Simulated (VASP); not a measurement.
# SnS (Pnma) in VASP: further runs

Runs on SnS. Level: PBEsol. Tasks: single point.

Program: VASP 6.6.1. These are calculated values, not measurements. Logs are shortened: lines on timing, memory, paths and dates and some standing lists are left out, and cuts for length are marked.

**1. The cell of the first run**

It takes space group Pnma (No. 62, orthorhombic). Conventional cell: a = 11.097 Å, b = 3.905 Å, c = 4.232 Å, α = 90.00°, β = 90.00°, γ = 90.00°. Sn (site symmetry m) has 6 S at 2.63 to 3.32 Å and 2 Sn at 3.41 Å within 3.5 Å. S (site symmetry m) has 6 Sn at 2.63 to 3.32 Å within 3.5 Å.

**2. Single point, PBEsol (strain -0.0200 x Voigt [0, 1, 0, 0, 0, 0])**

File INCAR:

```
SYSTEM = SnS
PREC = Accurate
ENCUT = 500
EDIFF = 1E-6
ISMEAR = 0
SIGMA = 0.05
LREAL = .FALSE.
LASPH = .TRUE.
NELM = 120
ALGO = Normal
ISIF = 2
LWAVE = .FALSE.
LCHARG = .FALSE.
GGA = PS
NBANDS = 50
GGA_COMPAT = .FALSE.
```

File KPOINTS:

```
regular mesh
0
G
  4 8 6
  0 0 0
```

File POSCAR:

```
SnS
1.0
   11.0967523774      0.0000000000      0.0000000000
    0.0000000000      3.9047200831      0.0000000000
    0.0000000000      0.0000000000      4.2315428581
Sn S
4 4
Direct
    0.1185767382      0.2500000000      0.1101694999
    0.3814232618      0.7500000000      0.6101694999
    0.6185767382      0.2500000000      0.3898305001
    0.8814232618      0.7500000000      0.8898305001
    0.8533462424      0.2500000000      0.4747534667
    0.6466537576      0.7500000000      0.9747534667
    0.3533462424      0.2500000000      0.0252465333
    0.1466537576      0.7500000000      0.5252465333
```

Potentials or basis: VASP PAW PBE potentials, release 64 (Sn_d, S).

On the command line:

```bash
cat potpaw_PBE.64/Sn_d/POTCAR potpaw_PBE.64/S/POTCAR > POTCAR
mpirun -np 1 vasp_std > vasp.out
```

OUTCAR:

```text
SYSTEM = SnS
   PREC = Accurate
   ENCUT = 500
   EDIFF = 1E-6
   ISMEAR = 0
   LREAL = .FALSE.
   LASPH = .TRUE.
   NELM = 120
   ISIF = 2
   GGA = PS

 ion  position               nearest neighbor table
   1  0.119  0.250  0.110-   7 2.63   8 2.64   8 2.64   8 3.17   8 3.17   4 3.41   4 3.41
   2  0.381  0.750  0.610-   8 2.63   7 2.64   7 2.64   7 3.17   7 3.17   3 3.41   3 3.41
   3  0.619  0.250  0.390-   5 2.63   6 2.64   6 2.64   6 3.17   6 3.17   2 3.41   2 3.41
   4  0.881  0.750  0.890-   6 2.63   5 2.64   5 2.64   5 3.17   5 3.17   1 3.41   1 3.41
   5  0.853  0.250  0.475-   3 2.63   4 2.64   4 2.64   4 3.17   4 3.17
   6  0.647  0.750  0.975-   4 2.63   3 2.64   3 2.64   3 3.17   3 3.17
   7  0.353  0.250  0.025-   1 2.63   2 2.64   2 2.64   2 3.17   2 3.17
   8  0.147  0.750  0.525-   2 2.63   1 2.64   1 2.64   1 3.17   1 3.17

  LATTYP: Found a simple orthorhombic cell.
 ALAT       =     3.9047200831
 B/A-ratio  =     1.0836994120
 C/A-ratio  =     2.8418816564

  Lattice vectors:

 A1 = (   0.0000000000,   3.9047200831,   0.0000000000)
 A2 = (   0.0000000000,   0.0000000000,   4.2315428581)
 A3 = (  11.0967523774,   0.0000000000,   0.0000000000)

Analysis of symmetry for initial positions (statically):
=====================================================================
 Subroutine PRICEL returns:
 Original cell was already a primitive cell.

 Routine SETGRP: Setting up the symmetry group for a
 simple orthorhombic supercell.

 Subroutine GETGRP returns: Found  8 space group operations
 (whereof  2 operations were pure point group operations)
 out of a pool of  8 trial point group operations.

The static configuration has the point symmetry S_2 .
 The point group associated with its full space group is D_2h.

Analysis of symmetry for dynamics (positions and initial velocities):
=====================================================================
 Subroutine PRICEL returns:
 Original cell was already a primitive cell.

 Routine SETGRP: Setting up the symmetry group for a
 simple orthorhombic supercell.

 Subroutine GETGRP returns: Found  8 space group operations
 (whereof  2 operations were pure point group operations)
 out of a pool of  8 trial point group operations.

The dynamic configuration has the point symmetry S_2 .
 The point group associated with its full space group is D_2h.

 Subroutine INISYM returns: Found  8 space group operations
 (whereof  2 operations are pure point group operations),
 and found     1 'primitive' translations

----------------------------------------------------------------------------------------
[... 114 lines left out ...]
   TEBEG  =    0.0;   TEEND  =   0.0 temperature during run
   PSTRESS=    0.0 pullay stress
   NELECT =      80.0000    total number of electrons
   NUPDOWN=      -1.0000    fix difference up-down
   EMIN   =  10.00;   EMAX   =-10.00  energy-range for DOS
   EFERMI =   0.00;   METHOD = LEGACY
   ISMEAR =     0;   SIGMA  =   0.05  broadening in eV -4-tet -1-fermi 0-gaus
   EFERMI_NEDOS =   21; number of points for ismear=-14 and -15
   IALGO  =     38    algorithm
   IMIX   =      4    mixing-type and parameters
     AMIX     =   0.40;   BMIX     =  1.00
     AMIX_MAG =   1.60;   BMIX_MAG =  1.00
  volume/ion in A,a.u.               =      22.92       154.66
  Fermi-wavevector in a.u.,A,eV,Ry     =   1.241681  2.346437 20.977072  1.541771
  Thomas-Fermi vector in A             =   2.376068
   LORBIT       =      0    0 simple, 1 ext, 2 COOP (PROOUT), +10 PAW based schemes
   GGA     = PS    functional components
   LHFCALC =     F    Hartree Fock is set to
   AEXX    =    0.0000 exact exchange contribution
   IVDW    =     0    specifies the selected vdW correction
   LEPSILON=     F    determine dielectric tensor
   LRPA    =     F    only Hartree local field effects (RPA)
 non-spin polarized calculation
 Gauss-broadening in eV      SIGMA  =   0.05
  energy-cutoff  :      500.00
  volume of cell :      183.35
 maximum number of plane-waves:      4712
 NGX is ok and might be reduce to    84
   NGX = 41   NGY = 15   NGZ = 15

 number of electron      79.9999983 magnetization

 Free energy of the ion-electron system (eV)
  ---------------------------------------------------
  ext. energy  EPLUGINS =         0.00000000
  ---------------------------------------------------
  free energy    TOTEN  =       -38.36095498 eV

  energy without entropy =      -38.36095498  energy(sigma->0) =      -38.36095498

 E-fermi :   7.1496     XC(G=0): -10.3042

 val. band max:        6.9228358719   @ k =   0.5000   0.0000   0.5000
 cond. band min:       7.3875337467   @ k =   0.0000   0.0000   0.0000
 fundamental gap:      0.4646978748
 Fermi energy:         7.1496458389

 k-point     1 :       0.0000    0.0000    0.0000
  band No.  band energies     occupation
      1     -14.4821      2.00000
      2     -14.4550      2.00000
      3     -14.4530      2.00000
      4     -14.4412      2.00000
      5     -14.4358      2.00000
      6     -14.4356      2.00000
[... 1261 lines left out ...]
     49      11.2390      0.00000
     50      11.2391      0.00000

 [... further k-points ...]

------------------------ aborting loop because EDIFF is reached ----------------------------------------

  FORCE on cell =-STRESS in cart. coord.  units (eV):
  Direction    XX          YY          ZZ          XY          YZ          ZX
  --------------------------------------------------------------------------------------
  -------------------------------------------------------------------------------------
  Total        0.5893754      2.5428838      1.5425823      0.0000000     -0.0000000      0.0000000
  in kB        5.1501281     22.2204346     13.4795188      0.0000000     -0.0000000      0.0000000
  external PRESSURE =      13.6166938 kB  Pullay stress =       0.0000000 kB

 VOLUME and BASIS-vectors are now :
 -----------------------------------------------------------------------------
  energy-cutoff  :      500.00
  volume of cell :      183.35
      direct lattice vectors                 reciprocal lattice vectors
    11.096752377  0.000000000  0.000000000     0.090116456  0.000000000  0.000000000
     0.000000000  3.904720083  0.000000000     0.000000000  0.256100304  0.000000000
     0.000000000  0.000000000  4.231542858     0.000000000  0.000000000  0.236320423

 POSITION                                       TOTAL-FORCE (eV/Angst)
 -----------------------------------------------------------------------------------
      1.31582      0.97618      0.46619        -0.066742     -0.000000     -0.076217
      4.23256      2.92854      2.58196         0.066742      0.000000     -0.076217
      6.86419      0.97618      1.64958        -0.066742      0.000000      0.076217
      9.78094      2.92854      3.76536         0.066742     -0.000000      0.076217
      9.46937      0.97618      2.00894         0.005379      0.000000     -0.083198
      7.17576      2.92854      4.12471        -0.005379      0.000000     -0.083198
      3.92100      0.97618      0.10683         0.005379      0.000000      0.083198
      1.62738      2.92854      2.22260        -0.005379      0.000000      0.083198
 -----------------------------------------------------------------------------------
    total drift:                                0.000000      0.000000     -0.000000

  FREE ENERGIE OF THE ION-ELECTRON SYSTEM (eV)
  ---------------------------------------------------
  free  energy   TOTEN  =       -38.3609549813 eV

  energy  without entropy=      -38.3609549813  energy(sigma->0) =      -38.36095498
```

OSZICAR:

```text
N       E                     dE             d eps       ncg     rms          rms(c)
DAV:   1     0.889632289629E+03    0.88963E+03   -0.36018E+04  6430   0.214E+03
DAV:   2     0.121979763373E+03   -0.76765E+03   -0.74066E+03  6008   0.610E+02
DAV:   3    -0.276748653392E+02   -0.14965E+03   -0.14235E+03  7072   0.209E+02
DAV:   4    -0.389525826910E+02   -0.11278E+02   -0.11057E+02  7186   0.575E+01
DAV:   5    -0.393876433021E+02   -0.43506E+00   -0.43347E+00  7370   0.117E+01    0.122E+01
DAV:   6    -0.383903707296E+02    0.99727E+00   -0.19289E+00  8348   0.776E+00    0.790E+00
DAV:   7    -0.383788634801E+02    0.11507E-01   -0.84732E-01  8246   0.361E+00    0.192E+00
DAV:   8    -0.383606505902E+02    0.18213E-01   -0.11769E-01  8184   0.212E+00    0.525E-01
DAV:   9    -0.383609074016E+02   -0.25681E-03   -0.12412E-02  7288   0.606E-01    0.122E-01
DAV:  10    -0.383609287877E+02   -0.21386E-04   -0.94923E-04  8460   0.166E-01    0.741E-02
DAV:  11    -0.383609595430E+02   -0.30755E-04   -0.19680E-04  8108   0.750E-02    0.295E-02
DAV:  12    -0.383609540611E+02    0.54819E-05   -0.37015E-05  7968   0.340E-02    0.824E-03
DAV:  13    -0.383609549813E+02   -0.92011E-06   -0.33749E-06  5690   0.101E-02
   1 F= -.38360955E+02 E0= -.38360955E+02  d E =-.361915E-12
```

Wall time 6.2 min (1 thread of Intel Xeon Platinum 8259CL at 2.50GHz (Skylake/Cascade Lake), shared host); peak memory 0.49 GiB.

Results:

```yaml
Free_energy: -38.3610 eV
Pressure: 1.4 GPa
Largest_force: 0.101 eV/Å
Band_gap_on_the_k_mesh: 0.46 eV (least direct gap 1.08 eV)
```

Forces on the atoms (eV/Å):
```
Sn  -0.067  0.000 -0.076
Sn   0.067  0.000 -0.076
Sn  -0.067  0.000  0.076
Sn   0.067  0.000  0.076
S    0.005  0.000 -0.083
S   -0.005  0.000 -0.083
S    0.005  0.000  0.083
S   -0.005  0.000  0.083
```

Stress tensor (GPa, compression positive):
```
0.52 0.00 0.00
0.00 2.22 0.00
0.00 0.00 1.35
```

Caveat: the cell differs from its parent crystal (strain -0.0200 x Voigt [0, 1, 0, 0, 0, 0]); semilocal functionals underestimate gaps, and a narrow one can read as zero; the PAW data sets were made with another functional, which shifts forces and pressure a little; spin-orbit coupling is left out, which moves the levels of the heavy elements.

**3. Single point, PBEsol (strain -0.0300 x Voigt [0, 1, 0, 0, 0, 0])**

File INCAR:

```
SYSTEM = SnS
  PREC = Accurate
  ENCUT = 500
  EDIFF = 1E-6
  ISMEAR = 0
  SIGMA = 0.05
  LREAL = .FALSE.
  LASPH = .TRUE.
  NELM = 120
  ALGO = Normal
  ISIF = 2
  LWAVE = .FALSE.
  LCHARG = .TRUE.
  GGA = PS
  LELF = .TRUE.
  LVHAR = .TRUE.
  NBANDS = 50
  GGA_COMPAT = .FALSE.
```

File KPOINTS:

```
Automatic mesh
0
G
  4 8 6
  0 0 0
```

POSCAR, as its differences from that of step 2:

```diff
@@ -3,3 +3,3 @@
    11.0967523774      0.0000000000      0.0000000000
-    0.0000000000      3.9047200831      0.0000000000
+    0.0000000000      3.8648760007      0.0000000000
     0.0000000000      0.0000000000      4.2315428581
```

Potentials or basis: VASP PAW PBE potentials, release 64 (Sn_d, S).

On the command line:

```bash
cat potpaw_PBE.64/Sn_d/POTCAR potpaw_PBE.64/S/POTCAR > POTCAR
mpirun -np 1 vasp_std > vasp.out
```

It took 9.6 min on 1 thread of Intel Xeon Platinum 8488C (Sapphire Rapids), shared host; peak memory 0.49 GiB.

The run converged. Its results:

- Free energy: -38.3271 eV
- Pressure: 2.1 GPa
- Largest force: 0.150 eV/Å
- Band gap on the k mesh: 0.33 eV (least direct gap 1.07 eV)

Forces on the atoms (eV/Å):
```
Sn  -0.097  0.000 -0.115
Sn   0.097  0.000 -0.115
Sn  -0.097  0.000  0.115
Sn   0.097  0.000  0.115
S    0.007  0.000 -0.127
S   -0.007  0.000 -0.127
S    0.007  0.000  0.127
S   -0.007  0.000  0.127
```

Stress tensor (GPa, compression positive):
```
0.81 0.00 0.00
0.00 3.43 0.00
0.00 0.00 2.10
```

Levels at points of the mesh, in eV from the valence-band top:
```csv
k point,band 37,band 38,band 39,band 40,band 41,band 42,band 43,band 44
"(0.00, 0.00, 0.00)",-2.24,-1.64,-1.18,-0.82,0.33,2.64,2.81,3.00
"(0.50, 0.00, 0.00)",-2.48,-2.48,-0.96,-0.96,2.38,2.38,2.44,2.44
"(0.00, 0.50, 0.00)",-1.37,-1.37,-1.07,-1.07,0.71,0.71,1.46,1.46
"(0.50, 0.50, 0.00)",-1.32,-1.32,-1.32,-1.32,1.25,1.25,1.25,1.25
"(0.00, 0.00, 0.50)",-1.22,-1.22,-0.10,-0.10,1.36,1.36,1.83,1.83
"(0.50, 0.00, 0.50)",-0.93,-0.93,0.00,0.00,1.21,1.21,1.73,1.73
"(0.00, 0.50, 0.50)",-2.88,-2.88,-1.92,-1.92,2.45,2.45,2.72,2.72
"(0.50, 0.50, 0.50)",-2.11,-2.11,-2.11,-2.11,2.22,2.22,2.22,2.22
```

Caveat: the cell differs from its parent crystal (strain -0.0300 x Voigt [0, 1, 0, 0, 0, 0]); semilocal functionals underestimate gaps, and a narrow one can read as zero; the PAW data sets were made with another functional, which shifts forces and pressure a little; spin-orbit coupling is left out, which moves the levels of the heavy elements.

**4. Single point, PBEsol (strain +0.0350 x Voigt [0, 1, 0, 0, 0, 0])**

File INCAR:

```
PREC = Accurate
ENCUT = 500
EDIFF = 1E-6
ISMEAR = 0
SIGMA = 0.05
LREAL = F
LASPH = T
NELM = 120
ALGO = Normal
ISIF = 2
LWAVE = F
LCHARG = F
GGA = PS
NBANDS = 50
GGA_COMPAT = F
```

File KPOINTS:

```
regular mesh
0
Gamma
  4 8 6
```

POSCAR, as its differences from that of step 3:

```diff
@@ -3,3 +3,3 @@
    11.0967523774      0.0000000000      0.0000000000
-    0.0000000000      3.8648760007      0.0000000000
+    0.0000000000      4.1238625368      0.0000000000
     0.0000000000      0.0000000000      4.2315428581
```

On the command line:

```bash
cat potpaw_PBE.64/Sn_d/POTCAR potpaw_PBE.64/S/POTCAR > POTCAR
mpirun -np 1 vasp_std > vasp.out
```

Run time: 6 min. Hardware: 1 thread of Intel Xeon Platinum 8375C at 2.90GHz (Ice Lake), shared host; peak memory 0.52 GiB.

Results (log left out):

```yaml
Free_energy: -38.3200 eV
Pressure: -2.0 GPa
Largest_force: 0.132 eV/Å
Band_gap_on_the_k_mesh: 1.06 eV
```

Forces in eV/Å, atoms in the order of the input:
```
Sn   0.099  0.000  0.088
Sn  -0.099  0.000  0.088
Sn   0.099  0.000 -0.088
Sn  -0.099  0.000 -0.088
S   -0.006  0.000  0.105
S    0.006  0.000  0.105
S   -0.006  0.000 -0.105
S    0.006  0.000 -0.105
```

Stress tensor (GPa, compression positive):
```
-0.87  0.00  0.00
 0.00 -3.34  0.00
 0.00  0.00 -1.86
```

Levels at points of the mesh, in eV from the valence-band top:
```
           k point  band 36  band 37  band 38  band 39  band 40  band 41  band 42  band 43  band 44  band 45
(0.00, 0.00, 0.00)    -1.79    -1.76    -1.01    -0.63    -0.53     1.07     3.13     3.14     3.24     3.55
(0.50, 0.00, 0.00)    -2.05    -2.01    -2.01    -0.54    -0.54     2.74     2.74     3.06     3.06     3.99
(0.00, 0.50, 0.00)    -1.75    -0.79    -0.79    -0.56    -0.56     1.41     1.41     1.88     1.88     2.23
(0.50, 0.50, 0.00)    -2.09    -0.76    -0.76    -0.76    -0.76     1.82     1.82     1.82     1.82     2.71
(0.00, 0.00, 0.50)    -1.58    -0.77    -0.77    -0.18    -0.18     1.38     1.38     1.81     1.81     1.85
(0.50, 0.00, 0.50)    -1.99    -0.60    -0.60    -0.10    -0.10     1.32     1.32     1.80     1.80     1.87
(0.00, 0.50, 0.50)    -3.13    -2.31    -2.31    -1.33    -1.33     2.95     2.95     3.18     3.18     4.78
(0.50, 0.50, 0.50)    -3.73    -1.49    -1.49    -1.49    -1.49     2.80     2.80     2.80     2.80     4.72
```

Caveat: the cell differs from its parent crystal (strain +0.0350 x Voigt [0, 1, 0, 0, 0, 0]); the PAW data sets were made with another functional, which shifts forces and pressure a little; spin-orbit coupling is left out, which moves the levels of the heavy elements. A k mesh can miss the band edges.

**5. Summary**

```tsv
cell	gap on the mesh (eV)	pressure (GPa)	largest force (eV/Å)
a = 11.097, b = 3.905, c = 4.232 Å, 8 atoms	0.46	1.4	0.10
a = 11.097, b = 3.865, c = 4.232 Å, 8 atoms	0.33	2.1	0.15
a = 11.097, b = 4.124, c = 4.232 Å, 8 atoms	1.06	-2.0	0.13
```

Alike in all rows: task single point; level PBEsol; potentials or basis VASP PAW PBE potentials, release 64 (Sn_d, S); no spin polarisation; k mesh 4 × 8 × 6; cutoff (eV) 500; smearing gaussian 0.05 eV.

Caveats: the PAW data sets were made with another functional, which shifts forces and pressure a little; spin-orbit coupling is left out, which moves the levels of the heavy elements; semilocal functionals underestimate gaps, and a narrow one can read as zero (at least some runs).

Absolute energies hang on the potentials; compare differences alone.
